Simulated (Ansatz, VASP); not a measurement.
**RuS: VASP beside Ansatz**

The input INCAR:

```
PREC     = Accurate       # precision mode
ENCUT    = 520            # plane-wave cutoff, eV
EDIFF    = 1E-7           # SCF threshold, eV
ISMEAR   = 0              # smearing method
SIGMA    = 0.05           # smearing width, eV
LREAL    = False          # projectors in reciprocal space
LASPH    = True           # aspherical terms in the spheres
NELM     = 80             # most SCF steps
ALGO     = Normal         # electronic algorithm
ISIF     = 2              # what is computed and relaxed
LWAVE    = False          # write WAVECAR
LCHARG   = False          # write CHGCAR
GGA      = PE             # functional
NBANDS   = 17             # bands
```

Contents of KPOINTS:

```
Automatic mesh
0
Gamma
  10 10 10
```

Contents of POSCAR:

```
RuS
1.0
    0.0000000000      2.6177427297      2.6177427297
    2.6177427297      0.0000000000      2.6177427297
    2.6177427297      2.6177427297      0.0000000000
Ru S
1 1
Direct
    0.0000000000      0.0000000000      0.0000000000
    0.2500000000      0.2500000000      0.2500000000
```

Input for Ansatz:

```yaml
crystal:
  lattice:
    - [0.0, 2.6177427297, 2.6177427297]
    - [2.6177427297, 0.0, 2.6177427297]
    - [2.6177427297, 2.6177427297, 0.0]
  atoms:
    - { symbol: Ru, position: [0.0, 0.0, 0.0] }
    - { symbol: S, position: [0.25, 0.25, 0.25] }
basis:
  ecutwfc: 420
  ecutrho_ratio: 4
kpoints:
  mp_grid: { grid: [10, 10, 10] }
hamiltonian:
  xc: pbe
scf:
  occupations: { method: gaussian, width: 0.05 }
output:
  forces: true
  stress: true
  eigenvalues: true
```

Alike in both runs: task single point; functional PBE; k mesh 10 × 10 × 10; occupations gaussian, width 0.05 eV; no spin polarisation.

|  | VASP | Ansatz |
| --- | --- | --- |
| version | VASP 6.6.1 | Ansatz 0.2.0 |
| potentials or method | VASP PAW PBE potentials, release 64 (Ru_pv, S), cutoff 520 eV | scalar-relativistic, plane waves, PAW |
| valence electrons in the cell | 20 | 22 |

|  | VASP | Ansatz | Ansatz less VASP |
| --- | --- | --- | --- |
| gap on the k mesh at the Fermi level (eV) | none | none | - |
| pressure (GPa) | -2.9 | -2.8 | +0.14 |

A gap of «none» marks a metal or a gap that the smearing closes. The functional is the same, so the differences come from potentials, cutoffs and numerics. VASP's potentials hold 20 valence electrons a cell and Ansatz's 22, so a difference there can come from the potentials and not from the codes.
